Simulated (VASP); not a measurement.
# MoS2 (P-1) in VASP: further runs

Runs on MoS2. Level: PBE. Tasks: electric field gradients.

Program: VASP 6.6.1. These are calculated values, not measurements. Logs are shortened: lines on timing, memory, paths and dates and some standing lists are left out, and cuts for length are marked.

## (1) The cell of the first run

The typed cell holds 6 atoms: a = 3.162 Å, b = 3.202 Å, c = 12.298 Å, α = 90.62°, β = 91.71°, γ = 121.27°.

## (2) Electric field gradients, PBE (equal xy, yz and zx shear strains of -3 %)

File INCAR:

```
SYSTEM = MoS2
ALGO = Normal ; EDIFF = 1E-8
ENCUT = 520 ; GGA = PE
ISIF = 2 ; ISMEAR = -1
LASPH = .True. ; LCHARG = .False.
LEFG = .True. ; LREAL = .False.
LWAVE = .False. ; NBANDS = 35
NELM = 60 ; PREC = Accurate
SIGMA = 0.03
```

File KPOINTS:

```
k-points
0
Gamma
  10 10 3
  0 0 0
```

File POSCAR:

```
MoS2
1.0
    3.1610016016     -0.0474150240     -0.0474150240
   -1.6215634161      2.7612152004     -0.0173551033
   -0.1844250000     -0.1844250000     12.2950000000
Mo S
2 4
Direct
    0.3333333333      0.6666666667      0.2500000000
    0.6666666667      0.3333333333      0.7500000000
    0.3333333333      0.6666666667      0.6275000000
    0.6666666667      0.3333333333      0.1275000000
    0.3333333333      0.6666666667      0.8725000000
    0.6666666667      0.3333333333      0.3725000000
```

Potentials or basis: VASP PAW PBE potentials, release 64 (Mo_sv, S).

Started as:

```console
$ cat potpaw_PBE.64/Mo_sv/POTCAR potpaw_PBE.64/S/POTCAR > POTCAR
$ mpirun -np 1 vasp_std > vasp.out
```

OUTCAR:

```text
SYSTEM = MoS2
   EDIFF = 1E-8
   ENCUT = 520
   GGA = PE
   ISIF = 2
   ISMEAR = -1
   LASPH = .True.
   LREAL = .False.
   NELM = 60
   PREC = Accurate

 ion  position               nearest neighbor table
   1  0.333  0.667  0.250-   4 2.30   6 2.33   6 2.37   6 2.40   4 2.40   4 2.40
   2  0.667  0.333  0.750-   5 2.30   3 2.33   3 2.37   3 2.40   5 2.40   5 2.40
   3  0.333  0.667  0.627-   2 2.33   2 2.37   2 2.40
   4  0.667  0.333  0.127-   1 2.30   1 2.40   1 2.40
   5  0.333  0.667  0.873-   2 2.30   2 2.40   2 2.40
   6  0.667  0.333  0.373-   1 2.33   1 2.37   1 2.40

  LATTYP: Found a triclinic cell.
 ALAT       =     3.1207012824
 B/A-ratio  =     1.0131417463
 C/A-ratio  =     3.9407059347
 COS(alpha) =     0.0297616073
 COS(beta)  =     0.0411893907
 COS(gamma) =     0.4804578458

  Lattice vectors:

 A1 = (   1.5394381855,   2.7138001764,  -0.0647701273)
 A2 = (   3.1610016016,  -0.0474150240,  -0.0474150240)
 A3 = (   0.1844250000,   0.1844250000, -12.2950000000)

Analysis of symmetry for initial positions (statically):
=====================================================================
 Subroutine PRICEL returns:
 Original cell was already a primitive cell.

 Routine SETGRP: Setting up the symmetry group for a
 triclinic supercell.

 Subroutine GETGRP returns: Found  2 space group operations
 (whereof  2 operations were pure point group operations)
 out of a pool of  2 trial point group operations.

The static configuration has the point symmetry S_2 .

Analysis of symmetry for dynamics (positions and initial velocities):
=====================================================================
 Subroutine PRICEL returns:
 Original cell was already a primitive cell.

 Routine SETGRP: Setting up the symmetry group for a
 triclinic supercell.

 Subroutine GETGRP returns: Found  2 space group operations
 (whereof  2 operations were pure point group operations)
 out of a pool of  2 trial point group operations.

The dynamic configuration has the point symmetry S_2 .

 Subroutine INISYM returns: Found  2 space group operations
 (whereof  2 operations are pure point group operations),
[... 156 lines left out ...]
 Fermi energy:         8.1317714459

 k-point     1 :       0.0000    0.0000    0.0000
  band No.  band energies     occupation
      1     -53.8969      2.00000
      2     -53.8969      2.00000
      3     -28.0760      2.00000
      4     -28.0760      2.00000
      5     -27.8792      2.00000
      6     -27.8792      2.00000
[... 901 lines left out ...]
     34      11.3878      0.00000
     35      15.7009      0.00000

 [... further k-points ...]

------------------------ aborting loop because EDIFF is reached ----------------------------------------

  FORCE on cell =-STRESS in cart. coord.  units (eV):
  Direction    XX          YY          ZZ          XY          YZ          ZX
  --------------------------------------------------------------------------------------
  -------------------------------------------------------------------------------------
  Total        4.6576340      4.7004632      8.9991700      1.8535734      3.1354094      3.1391555
  in kB       70.1881066     70.8335202    135.6127820     27.9323809     47.2489777     47.3054305
  external PRESSURE =      92.2114696 kB  Pullay stress =       0.0000000 kB

 VOLUME and BASIS-vectors are now :
 -----------------------------------------------------------------------------
  energy-cutoff  :      520.00
  volume of cell :      106.32
      direct lattice vectors                 reciprocal lattice vectors
     3.161001602 -0.047415024 -0.047415024     0.319282729  0.187551167  0.007602508
    -1.621563416  2.761215200 -0.017355103     0.005565422  0.365462740  0.005565422
    -0.184425000 -0.184425000 12.295000000     0.001239153  0.001239153  0.081371050

 POSITION                                       TOTAL-FORCE (eV/Angst)
 -----------------------------------------------------------------------------------
     -0.07348      1.77890      3.04637         0.348104      0.016233      0.076841
      1.42849      0.75048      9.18385        -0.348104     -0.016233     -0.076841
     -0.14310      1.70928      7.68774        -0.331059     -0.500751     -1.214674
      1.54330      0.86528      1.53022        -0.687744     -0.517031     -1.293706
     -0.18829      1.66409     10.70001         0.687744      0.517031      1.293706
      1.49811      0.82010      4.54249         0.331059      0.500751      1.214674
 -----------------------------------------------------------------------------------
    total drift:                                0.000000     -0.000000     -0.000000

  FREE ENERGIE OF THE ION-ELECTRON SYSTEM (eV)
  ---------------------------------------------------
  free  energy   TOTEN  =       -43.3421094238 eV

  energy  without entropy=      -43.3421094045  energy(sigma->0) =      -43.34210941

 Electric field gradients (V/A^2)
---------------------------------------------------------------------
 ion       V_xx      V_yy      V_zz      V_xy      V_xz      V_yz
---------------------------------------------------------------------
   1      46.867    45.865   -92.731   -15.637   -26.406   -26.391
   2      46.867    45.865   -92.731   -15.637   -26.406   -26.391
   3      34.019    27.613   -61.632     2.775    -4.342    -6.825
   4      27.556    34.488   -62.044    -3.877    -9.438    -6.947
   5      27.556    34.488   -62.044    -3.877    -9.438    -6.947
   6      34.019    27.613   -61.632     2.775    -4.342    -6.825
---------------------------------------------------------------------

 Electric field gradients after diagonalization (V/A^2)
 (convention: |V_zz| > |V_xx| > |V_yy|)
----------------------------------------------------------------------
 ion       V_xx      V_yy      V_zz     asymmetry (V_yy - V_xx)/ V_zz
----------------------------------------------------------------------
   1      62.014    41.129  -103.143       0.202
   2      62.014    41.129  -103.143       0.202
   3      35.494    26.833   -62.327       0.139
   4      36.294    27.279   -63.573       0.142
   5      36.294    27.279   -63.573       0.142
   6      35.494    26.833   -62.327       0.139
----------------------------------------------------------------------

           NMR quadrupolar parameters

 Cq : quadrupolar parameter    Cq=e*Q*V_zz/h
 eta: asymmetry parameters     (V_yy - V_xx)/ V_zz
 Q  : nuclear electric quadrupole moment in mb (millibarn)
----------------------------------------------------------------------
 ion       Cq(MHz)       eta       Q (mb)
----------------------------------------------------------------------
   1      -0.249       0.202       1.000
   2      -0.249       0.202       1.000
   3      -0.151       0.139       1.000
   4      -0.154       0.142       1.000
   5      -0.154       0.142       1.000
   6      -0.151       0.139       1.000
----------------------------------------------------------------------
```

Run time: 6 min. Hardware: 1 thread of AMD EPYC 9R45 (Zen 5), shared host; peak memory 0.51 GiB.

What came out:

```
Free energy                             : -43.3421 eV
Pressure                                : 9.2 GPa
Largest force                           : 1.554 eV/Å
Band gap on the k mesh                  : 0.83 eV (least direct gap 1.78 eV)
Largest electric field gradient by atom : Mo -103.1; S -62.3, -63.6 (each value once) V/Å²
```

Forces in eV/Å, atoms in the order of the input:
```
Mo   0.348  0.016  0.077
Mo  -0.348 -0.016 -0.077
S   -0.331 -0.501 -1.215
S   -0.688 -0.517 -1.294
S    0.688  0.517  1.294
S    0.331  0.501  1.215
```

Electric field gradients, principal values (V/Å²):
```tsv
atom	least	middle	greatest (by size)
1 Mo	41.129	62.014	-103.143
2 Mo	41.129	62.014	-103.143
3 S	26.833	35.494	-62.327
4 S	27.279	36.294	-63.573
5 S	27.279	36.294	-63.573
6 S	26.833	35.494	-62.327
```

Caveat: the cell differs from its parent crystal (equal xy, yz and zx shear strains of -3 %); the cell stands under pressure; without QUAD_EFG the Cq values of the log hold for a quadrupole moment of 1 mb, not for the nuclei; an odd mesh through Γ misses points on the zone boundary, where band edges can lie; forces of over 1 eV/Å act on the atoms, so gaps and moduli don't describe the material at rest.

## (3) Electric field gradients, PBE (equal xy, yz and zx shear strains of -2 %)

File INCAR:

```
  PREC = Accurate
  ENCUT = 520
  EDIFF = 1E-8
  ISMEAR = -1
  SIGMA = 0.03
  LREAL = F
  LASPH = T
  NELM = 80
  ALGO = Normal
  ISIF = 2
  LWAVE = F
  LCHARG = F
  GGA = PE
  LEFG = T
  NBANDS = 35
```

File KPOINTS:

```
Automatic mesh
0
Gamma
  10 10 3
```

POSCAR, as its differences from that of step 2:

```diff
@@ -2,5 +2,5 @@
 1.0
-    3.1610016016     -0.0474150240     -0.0474150240
-   -1.6215634161      2.7612152004     -0.0173551033
-   -0.1844250000     -0.1844250000     12.2950000000
+    3.1610016016     -0.0316100160     -0.0316100160
+   -1.6078758777      2.7533126964     -0.0115700689
+   -0.1229500000     -0.1229500000     12.2950000000
 Mo S
```

Potentials or basis: VASP PAW PBE potentials, release 64 (Mo_sv, S).

Started as:

```console
$ cat potpaw_PBE.64/Mo_sv/POTCAR potpaw_PBE.64/S/POTCAR > POTCAR
$ mpirun -np 1 vasp_std > vasp.out
```

OUTCAR:

```text
PREC = Accurate
   ENCUT = 520
   EDIFF = 1E-8
   ISMEAR = -1
   LREAL = F
   LASPH = T
   NELM = 80
   ISIF = 2
   GGA = PE

 ion  position               nearest neighbor table
   1  0.333  0.667  0.250-   4 2.32   6 2.34   6 2.37   6 2.39   4 2.39   4 2.39
   2  0.667  0.333  0.750-   5 2.32   3 2.34   3 2.37   3 2.39   5 2.39   5 2.39
   3  0.333  0.667  0.627-   2 2.34   2 2.37   2 2.39
   4  0.667  0.333  0.127-   1 2.32   1 2.39   1 2.39
   5  0.333  0.667  0.873-   2 2.32   2 2.39   2 2.39
   6  0.667  0.333  0.373-   1 2.34   1 2.37   1 2.39

  LATTYP: Found a triclinic cell.
 ALAT       =     3.1339638662
 B/A-ratio  =     1.0087281861
[... 1154 lines left out ...]
   2      46.783    46.340   -93.123   -10.439   -17.652   -17.647
   3      33.033    28.753   -61.786     1.814    -2.943    -4.540
   4      28.729    33.242   -61.971    -2.576    -6.192    -4.593
   5      28.729    33.242   -61.971    -2.576    -6.192    -4.593
   6      33.033    28.753   -61.786     1.814    -2.943    -4.540
---------------------------------------------------------------------

 Electric field gradients after diagonalization (V/A^2)
 (convention: |V_zz| > |V_xx| > |V_yy|)
----------------------------------------------------------------------
 ion       V_xx      V_yy      V_zz     asymmetry (V_yy - V_xx)/ V_zz
----------------------------------------------------------------------
   1      57.003    40.773   -97.776       0.166
   2      57.003    40.773   -97.776       0.166
   3      33.898    28.200   -62.098       0.092
   4      34.440    28.188   -62.628       0.100
   5      34.440    28.188   -62.628       0.100
   6      33.898    28.200   -62.098       0.092
----------------------------------------------------------------------

           NMR quadrupolar parameters

 Cq : quadrupolar parameter    Cq=e*Q*V_zz/h
 eta: asymmetry parameters     (V_yy - V_xx)/ V_zz
 Q  : nuclear electric quadrupole moment in mb (millibarn)
----------------------------------------------------------------------
 ion       Cq(MHz)       eta       Q (mb)
----------------------------------------------------------------------
   1      -0.236       0.166       1.000
   2      -0.236       0.166       1.000
   3      -0.150       0.092       1.000
   4      -0.151       0.100       1.000
   5      -0.151       0.100       1.000
   6      -0.150       0.092       1.000
----------------------------------------------------------------------
```

Wall time 6.8 min (1 thread of Oxide Virtual Turin-like, shared host); peak memory 0.5 GiB.

Results:

* Free energy: -43.4127 eV
* Pressure: 8.9 GPa
* Largest force: 1.359 eV/Å
* Band gap on the k mesh: 0.85 eV (least direct gap 1.82 eV)
* Largest electric field gradient by atom: Mo -97.8; S -62.1, -62.6 (each value once) V/Å²

Forces on the atoms (eV/Å):
```
Mo   0.214  0.007  0.034
Mo  -0.214 -0.007 -0.034
S   -0.226 -0.331 -1.205
S   -0.444 -0.338 -1.239
S    0.444  0.338  1.239
S    0.226  0.331  1.205
```

Stress tensor (GPa, compression positive):
```
 6.74  1.84  3.13
 1.84  6.77  3.12
 3.13  3.12 13.31
```

Electric field gradients, principal values (V/Å²):
| atom | least | middle | greatest (by size) |
| --- | --- | --- | --- |
| 1 Mo | 40.773 | 57.003 | -97.776 |
| 2 Mo | 40.773 | 57.003 | -97.776 |
| 3 S | 28.200 | 33.898 | -62.098 |
| 4 S | 28.188 | 34.440 | -62.628 |
| 5 S | 28.188 | 34.440 | -62.628 |
| 6 S | 28.200 | 33.898 | -62.098 |

Caveat: the cell differs from its parent crystal (equal xy, yz and zx shear strains of -2 %); the cell stands under pressure; without QUAD_EFG the Cq values of the log hold for a quadrupole moment of 1 mb, not for the nuclei; an odd mesh through Γ misses points on the zone boundary, where band edges can lie; forces of over 1 eV/Å act on the atoms, so gaps and moduli don't describe the material at rest.
